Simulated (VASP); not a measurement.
# MnSb (Fm-3m) in VASP: settings compared

Aim: see how the results for MnSb move with the level of theory and the settings. Levels: PBE, r2SCAN. Tasks: single point.

Everything below comes from runs of VASP 6.6.1. Logs are shortened: lines on timing, memory, paths and dates and some standing lists are left out, and cuts for length are marked.

## Step 1: The cell of the first run

Symmetry: Fm-3m, No. 225, cubic system. Conventional cell: a = 5.244 Å, b = 5.244 Å, c = 5.244 Å, α = 90.00°, β = 90.00°, γ = 90.00°. Within 3.5 Å of Mn (site symmetry m-3m) lie 6 Sb at 2.62 Å. Sb (site symmetry m-3m) has 6 Mn at 2.62 Å within 3.5 Å.

## Step 2: Single point, PBE

File INCAR:

```
PREC = Accurate
ENCUT = 520
EDIFF = 1E-6
ISMEAR = 0
SIGMA = 0.1
LREAL = False
LASPH = True
NELM = 100
ALGO = Normal
ISIF = 2
LWAVE = False
LCHARG = False
GGA = PE
NBANDS = 16
```

File KPOINTS:

```
regular mesh
0
Gamma
  14 14 14
```

File POSCAR:

```
MnSb
1.0
    0.0000000000      2.6222035439      2.6222035439
    2.6222035439      0.0000000000      2.6222035439
    2.6222035439      2.6222035439      0.0000000000
Mn Sb
1 1
Direct
    0.0000000000      0.0000000000      0.0000000000
    0.5000000000      0.5000000000      0.5000000000
```

Potentials or basis: VASP PAW PBE potentials, release 64 (Mn_pv, Sb).

The run is started by

```bash
$ cat potpaw_PBE.64/Mn_pv/POTCAR potpaw_PBE.64/Sb/POTCAR > POTCAR
$ mpirun -np 1 vasp_std > vasp.out
```

OUTCAR:

```text
PREC = Accurate
   ENCUT = 520
   EDIFF = 1E-6
   ISMEAR = 0
   LREAL = False
   LASPH = True
   NELM = 100
   ISIF = 2
   GGA = PE

 ion  position               nearest neighbor table
   1  0.000  0.000  0.000-   2 2.62   2 2.62   2 2.62   2 2.62   2 2.62   2 2.62
   2  0.500  0.500  0.500-   1 2.62   1 2.62   1 2.62   1 2.62   1 2.62   1 2.62

  LATTYP: Found a face centered cubic cell.
 ALAT       =     5.2444070878

  Lattice vectors:

 A1 = (   0.0000000000,   2.6222035439,   2.6222035439)
 A2 = (   2.6222035439,   0.0000000000,   2.6222035439)
 A3 = (   2.6222035439,   2.6222035439,   0.0000000000)

Analysis of symmetry for initial positions (statically):
=====================================================================
 Subroutine PRICEL returns:
 Original cell was already a primitive cell.

 Routine SETGRP: Setting up the symmetry group for a
 face centered cubic supercell.

 Subroutine GETGRP returns: Found 48 space group operations
 (whereof 48 operations were pure point group operations)
 out of a pool of 48 trial point group operations.

The static configuration has the point symmetry O_h .

Analysis of symmetry for dynamics (positions and initial velocities):
=====================================================================
 Subroutine PRICEL returns:
 Original cell was already a primitive cell.

 Routine SETGRP: Setting up the symmetry group for a
 face centered cubic supercell.

 Subroutine GETGRP returns: Found 48 space group operations
 (whereof 48 operations were pure point group operations)
 out of a pool of 48 trial point group operations.

The dynamic configuration has the point symmetry O_h .

 Subroutine INISYM returns: Found 48 space group operations
 (whereof 48 operations are pure point group operations),
 and found     1 'primitive' translations

----------------------------------------------------------------------------------------

                                     Primitive cell

  volume of cell :      36.0603

  direct lattice vectors                    reciprocal lattice vectors
     0.000000000  2.622203544  2.622203544    -0.190679324  0.190679324  0.190679324
     2.622203544  0.000000000  2.622203544     0.190679324 -0.190679324  0.190679324
     2.622203544  2.622203544  0.000000000     0.190679324  0.190679324 -0.190679324

  length of vectors
     3.708355815  3.708355815  3.708355815     0.330266278  0.330266278  0.330266278

  position of ions in fractional coordinates (direct lattice)
     0.000000000  0.000000000  0.000000000
     0.500000000  0.500000000  0.500000000

  ion indices of the primitive-cell ions
   primitive index   ion index
                 1           1
                 2           2

----------------------------------------------------------------------------------------

 KPOINTS: regular mesh

Automatic generation of k-mesh.
 Grid dimensions read from file:
 generate k-points for:   14   14   14

 Generating k-lattice:

  Cartesian coordinates                     Fractional coordinates (reciprocal lattice)
    -0.013619952  0.013619952  0.013619952     0.071428571  0.000000000  0.000000000
     0.013619952 -0.013619952  0.013619952     0.000000000  0.071428571  0.000000000
     0.013619952  0.013619952 -0.013619952     0.000000000  0.000000000  0.071428571

  Length of vectors
     0.023590448  0.023590448  0.023590448

  Shift w.r.t. Gamma in fractional coordinates (k-lattice)
     0.000000000  0.000000000  0.000000000

 Subroutine IBZKPT returns following result:
 ===========================================

 Found    104 irreducible k-points:

 Following reciprocal coordinates:
            Coordinates               Weight
  0.000000  0.000000  0.000000      1.000000
  0.071429  0.000000  0.000000      8.000000
  0.142857  0.000000  0.000000      8.000000
  0.214286  0.000000  0.000000      8.000000
  0.285714  0.000000  0.000000      8.000000
  0.357143  0.000000  0.000000      8.000000
[... 16 lines left out ...]
  0.214286  0.142857  0.000000     24.000000
  0.285714  0.142857  0.000000     24.000000
 [... further k-points ...]
   k-points           NKPTS =    104   k-points in BZ     NKDIM =    104   number of bands    NBANDS=     16
   number of dos      NEDOS =    301   number of ions     NIONS =      2
   total plane-waves  NPLWV =  21952
   dimension x,y,z NGX =    28 NGY =   28 NGZ =   28
   dimension x,y,z NGXF=    56 NGYF=   56 NGZF=   56
   ions per type =               1   1
   NGX,Y,Z   is equivalent  to a cutoff of  12.55, 12.55, 12.55 a.u.
   NGXF,Y,Z  is equivalent  to a cutoff of  25.10, 25.10, 25.10 a.u.
 SYSTEM =  unknown system
   PREC   = accura    normal or accurate (medium, high low for compatibility)
   ISTART =      0    job   : 0-new  1-cont  2-samecut
   ICHARG =      2    charge: 1-file 2-atom 10-const
   ISPIN  =      1    spin polarized calculation?
   LNONCOLLINEAR =      F non collinear calculations
   LSORBIT =      F    spin-orbit coupling
   LASPH  =      T    aspherical Exc in radial PAW
   ENCUT  =  520.0 eV  38.22 Ry    6.18 a.u.   6.90  6.90  6.90*2*pi/ulx,y,z
   NELM   =    100;   NELMIN=  2; NELMDL= -5     # of ELM steps
   EDIFF  = 0.1E-05   stopping-criterion for ELM
   LREAL  =      F    real-space projection
   EDIFFG = 0.1E-04   stopping-criterion for IOM
   NSW    =      0    number of steps for IOM
   IBRION =     -1    ionic relax: 0-MD 1-quasi-New 2-CG
   NFREE  =      0    steps in history (QN), initial steepest desc. (CG)
   ISIF   =      2    stress and relaxation
   ISYM   =      2    0-nonsym 1-usesym 2-fastsym
   POTIM  = 0.5000    time-step for ionic-motion
   TEBEG  =    0.0;   TEEND  =   0.0 temperature during run
   PSTRESS=    0.0 pullay stress
   NELECT =      18.0000    total number of electrons
   NUPDOWN=      -1.0000    fix difference up-down
   EMIN   =  10.00;   EMAX   =-10.00  energy-range for DOS
   EFERMI =   0.00;   METHOD = LEGACY
   ISMEAR =     0;   SIGMA  =   0.10  broadening in eV -4-tet -1-fermi 0-gaus
   EFERMI_NEDOS =   21; number of points for ismear=-14 and -15
   IALGO  =     38    algorithm
   IMIX   =      4    mixing-type and parameters
     AMIX     =   0.40;   BMIX     =  1.00
     AMIX_MAG =   1.60;   BMIX_MAG =  1.00
  volume/ion in A,a.u.               =      18.03       121.67
  Fermi-wavevector in a.u.,A,eV,Ry     =   1.298641  2.454077 22.945813  1.686470
  Thomas-Fermi vector in A             =   2.429957
   LORBIT       =      0    0 simple, 1 ext, 2 COOP (PROOUT), +10 PAW based schemes
   GGA     = PE    functional components
   LHFCALC =     F    Hartree Fock is set to
   AEXX    =    0.0000 exact exchange contribution
   IVDW    =     0    specifies the selected vdW correction
   LEPSILON=     F    determine dielectric tensor
   LRPA    =     F    only Hartree local field effects (RPA)
 non-spin polarized calculation
 Gauss-broadening in eV      SIGMA  =   0.10
  energy-cutoff  :      520.00
  volume of cell :       36.06
 maximum number of plane-waves:       984
   NGX = 13   NGY = 13   NGZ = 13

 number of electron      17.9999986 magnetization

 Free energy of the ion-electron system (eV)
  ---------------------------------------------------
  ext. energy  EPLUGINS =         0.00000000
  ---------------------------------------------------
  free energy    TOTEN  =       -11.72121493 eV

  energy without entropy =      -11.70205209  energy(sigma->0) =      -11.71163351

 E-fermi :   9.5183     XC(G=0): -11.5354

 val. band max:        9.5107604940   @ k =  -0.4286   0.4286   0.0000
 cond. band min:       9.5551608712   @ k =  -0.2857   0.5000   0.2143
 fundamental gap:      0.0444003772
 Fermi energy:         9.5183053776

 k-point     1 :       0.0000    0.0000    0.0000
  band No.  band energies     occupation
      1     -37.9910      2.00000
      2     -37.9910      2.00000
      3     -37.9910      2.00000
      4      -2.8782      2.00000
      5       8.5643      2.00000
      6       8.5643      2.00000
[... 8 lines left out ...]
     15      19.3356      0.00000
     16      19.3356      0.00000

 k-point     2 :       0.0714    0.0000    0.0000
  band No.  band energies     occupation
      1     -37.9916      2.00000
      2     -37.9910      2.00000
      3     -37.9910      2.00000
      4      -2.7964      2.00000
      5       8.4301      2.00000
      6       8.5326      2.00000
[... 8 lines left out ...]
     15      19.3315      0.00000
     16      19.3315      0.00000

 k-point     3 :       0.1429    0.0000    0.0000
  band No.  band energies     occupation
      1     -37.9930      2.00000
      2     -37.9909      2.00000
      3     -37.9909      2.00000
      4      -2.5534      2.00000
      5       7.9420      2.00000
      6       8.2361      2.00000
[... 8 lines left out ...]
     15      19.0102      0.00000
     16      19.0102      0.00000

 k-point     4 :       0.2143    0.0000    0.0000
  band No.  band energies     occupation
      1     -37.9951      2.00000
      2     -37.9908      2.00000
      3     -37.9908      2.00000
      4      -2.1567      2.00000
      5       6.9997      2.00000
      6       7.8345      2.00000
[... 8 lines left out ...]
     15      18.2065      0.00000
     16      19.5142      0.00000

 k-point     5 :       0.2857    0.0000    0.0000
  band No.  band energies     occupation
      1     -37.9975      2.00000
      2     -37.9907      2.00000
      3     -37.9907      2.00000
      4      -1.6237      2.00000
      5       5.7886      2.00000
      6       7.4640      2.00000
[... 8 lines left out ...]
     15      17.3437      0.00000
     16      19.6767      0.00000

 k-point     6 :       0.3571    0.0000    0.0000
  band No.  band energies     occupation
      1     -37.9996      2.00000
      2     -37.9905      2.00000
      3     -37.9905      2.00000
      4      -0.9948      2.00000
      5       4.5757      2.00000
      6       7.1755      2.00000
[... 8 lines left out ...]
     15      16.5693      0.00000
     16      19.6950      0.00000

 k-point     7 :       0.4286    0.0000    0.0000
  band No.  band energies     occupation
      1     -38.0010      2.00000
      2     -37.9905      2.00000
      3     -37.9905      2.00000
      4      -0.3815      2.00000
      5       3.5838      2.00000
      6       6.9942      2.00000
[... 8 lines left out ...]
     15      15.9594      0.00000
     16      19.6871      0.00000

 k-point     8 :       0.5000    0.0000    0.0000
  band No.  band energies     occupation
      1     -38.0016      2.00000
      2     -37.9904      2.00000
      3     -37.9904      2.00000
      4      -0.0831      2.00000
      5       3.1553      2.00000
      6       6.9325      2.00000
[... 8 lines left out ...]
     15      15.6870      0.00000
     16      19.6825      0.00000

 k-point     9 :       0.0714    0.0714    0.0000
  band No.  band energies     occupation
      1     -37.9913      2.00000
      2     -37.9912      2.00000
      3     -37.9912      2.00000
      4      -2.7694      2.00000
      5       8.4552      2.00000
      6       8.5083      2.00000
[... 8 lines left out ...]
     15      19.3549      0.00000
     16      19.3549      0.00000
[... 172 lines left out ...]
 k-point    19 :      -0.2143    0.0714    0.0000
  band No.  band energies     occupation
      1     -37.9958      2.00000
      2     -37.9916      2.00000
      3     -37.9903      2.00000
      4      -1.9263      2.00000
      5       6.5797      2.00000
      6       7.6204      2.00000
[... 8 lines left out ...]
     15      17.7881      0.00000
     16      20.2151      0.00000

 k-point    20 :      -0.1429    0.0714    0.0000
  band No.  band energies     occupation
      1     -37.9937      2.00000
      2     -37.9916      2.00000
      3     -37.9905      2.00000
      4      -2.3676      2.00000
      5       7.6026      2.00000
      6       7.9958      2.00000
[... 8 lines left out ...]
     15      18.4563      0.00000
     16      19.7068      0.00000

 k-point    21 :      -0.0714    0.0714    0.0000
  band No.  band energies     occupation
      1     -37.9922      2.00000
      2     -37.9914      2.00000
      3     -37.9908      2.00000
      4      -2.6612      2.00000
      5       8.2555      2.00000
      6       8.2945      2.00000
[... 8 lines left out ...]
     15      19.4166      0.00000
     16      19.5642      0.00000

 k-point    22 :       0.1429    0.1429    0.0000
  band No.  band energies     occupation
      1     -37.9921      2.00000
      2     -37.9918      2.00000
      3     -37.9918      2.00000
      4      -2.4496      2.00000
      5       7.6490      2.00000
      6       8.3642      2.00000
[... 8 lines left out ...]
     15      19.5974      0.00000
     16      19.5974      0.00000

 k-point    23 :       0.2143    0.1429    0.0000
  band No.  band energies     occupation
      1     -37.9937      2.00000
      2     -37.9920      2.00000
      3     -37.9915      2.00000
      4      -2.1636      2.00000
      5       7.1164      2.00000
      6       7.9714      2.00000
[... 8 lines left out ...]
     15      19.2837      0.00000
     16      19.6784      0.00000

 k-point    24 :       0.2857    0.1429    0.0000
  band No.  band energies     occupation
      1     -37.9958      2.00000
      2     -37.9921      2.00000
      3     -37.9913      2.00000
      4      -1.7344      2.00000
      5       6.3787      2.00000
      6       7.4623      2.00000
[... 8 lines left out ...]
     15      19.0790      0.00000
     16      19.3867      0.00000

 [... further k-points ...]

------------------------ aborting loop because EDIFF is reached ----------------------------------------

  FORCE on cell =-STRESS in cart. coord.  units (eV):
  Direction    XX          YY          ZZ          XY          YZ          ZX
  --------------------------------------------------------------------------------------
  -------------------------------------------------------------------------------------
  Total       -0.0421756     -0.0421756     -0.0421756     -0.0000000      0.0000000     -0.0000000
  in kB       -1.8738859     -1.8738859     -1.8738859     -0.0000000      0.0000000     -0.0000000
  external PRESSURE =      -1.8738859 kB  Pullay stress =       0.0000000 kB

 VOLUME and BASIS-vectors are now :
 -----------------------------------------------------------------------------
  energy-cutoff  :      520.00
  volume of cell :       36.06
      direct lattice vectors                 reciprocal lattice vectors
     0.000000000  2.622203544  2.622203544    -0.190679324  0.190679324  0.190679324
     2.622203544  0.000000000  2.622203544     0.190679324 -0.190679324  0.190679324
     2.622203544  2.622203544  0.000000000     0.190679324  0.190679324 -0.190679324

 POSITION                                       TOTAL-FORCE (eV/Angst)
 -----------------------------------------------------------------------------------
      0.00000      0.00000      0.00000         0.000000      0.000000     -0.000000
      2.62220      2.62220      2.62220         0.000000     -0.000000      0.000000
 -----------------------------------------------------------------------------------
    total drift:                               -0.000000     -0.000000      0.000000

  FREE ENERGIE OF THE ION-ELECTRON SYSTEM (eV)
  ---------------------------------------------------
  free  energy   TOTEN  =       -11.7212149306 eV

  energy  without entropy=      -11.7020520916  energy(sigma->0) =      -11.71163351
```

It took 34 s on 1 thread of Intel Xeon 6975P-C (Granite Rapids), shared host; peak memory 0.19 GiB.

What came out:

| Property | Result |
| --- | --- |
| Free energy | -11.7212 eV |
| Pressure | -0.2 GPa |
| Band gap on the k mesh | zero (filled and empty bands touch) |

Caveat: spin-orbit coupling is left out, which moves the levels of the heavy elements; the run has no spin polarisation, though such a crystal can be magnetic. Spin polarisation is off, so any magnetic state and its effect on volume and gap are missing.

## Step 3: Single point, r2SCAN

This run uses another cell than the first one, of 21.83 Å³/atom.

File POSCAR:

```
MnSb
1.0
    0.0000000000      2.7950160000      2.7950160000
    2.7950160000      0.0000000000      2.7950160000
    2.7950160000      2.7950160000      0.0000000000
Mn Sb
1 1
Direct
    0.0000000000      0.0000000000      0.0000000000
    0.5000000000      0.5000000000      0.5000000000
```

File INCAR.step1:

```
SYSTEM = MnSb
  ALGO = Normal
  EDIFF = 1E-4
  ENCUT = 520
  GGA = PE
  ISMEAR = 0
  LASPH = .TRUE.
  LCHARG = .FALSE.
  LREAL = .FALSE.
  LWAVE = .TRUE.
  NBANDS = 16
  NELM = 80
  PREC = Accurate
  SIGMA = 0.1
```

File INCAR.step2:

```
SYSTEM = MnSb
  ALGO = Normal
  EDIFF = 1E-7
  ENCUT = 520
  ISIF = 2
  ISMEAR = 0
  ISTART = 1
  LASPH = .TRUE.
  LCHARG = .FALSE.
  LMIXTAU = .TRUE.
  LREAL = .FALSE.
  LWAVE = .FALSE.
  METAGGA = R2SCAN
  NBANDS = 16
  NELM = 80
  PREC = Accurate
  SIGMA = 0.1
```

File KPOINTS:

```
k-points
0
G
  14 14 14
  0 0 0
```

Potentials or basis: VASP PAW PBE potentials, release 64 (Mn_pv, Sb).

The run is started by

```bash
$ cat potpaw_PBE.64/Mn_pv/POTCAR potpaw_PBE.64/Sb/POTCAR > POTCAR
$ cp INCAR.step1 INCAR
$ mpirun -np 1 vasp_std > vasp.out
$ cp INCAR.step2 INCAR
$ mpirun -np 1 vasp_std > vasp.out
```

It took 3.6 min on 1 thread of Intel Xeon 6975P-C (Granite Rapids), shared host; peak memory 0.22 GiB.

It converged, with:

- Free energy: -38.0177 eV
- Pressure: -15.7 GPa
- Band gap on the k mesh: zero (filled and empty bands touch)

Levels at points of the mesh, in eV from the Fermi level:
```tsv
k point	band 7	band 8	band 9	band 10	band 11	band 12
(0.00, 0.00, 0.00)	-0.71	-0.44	-0.44	1.65	1.65	1.65
(0.50, 0.00, 0.00)	-2.12	-0.15	-0.15	0.08	3.99	3.99
(0.50, 0.50, 0.00)	-1.18	-1.18	-0.17	0.01	0.01	0.58
```

Caveat: the cell stands under tension; the PAW data sets were made with another functional, which shifts forces and pressure a little; spin-orbit coupling is left out, which moves the levels of the heavy elements; the run has no spin polarisation, though such a crystal can be magnetic.
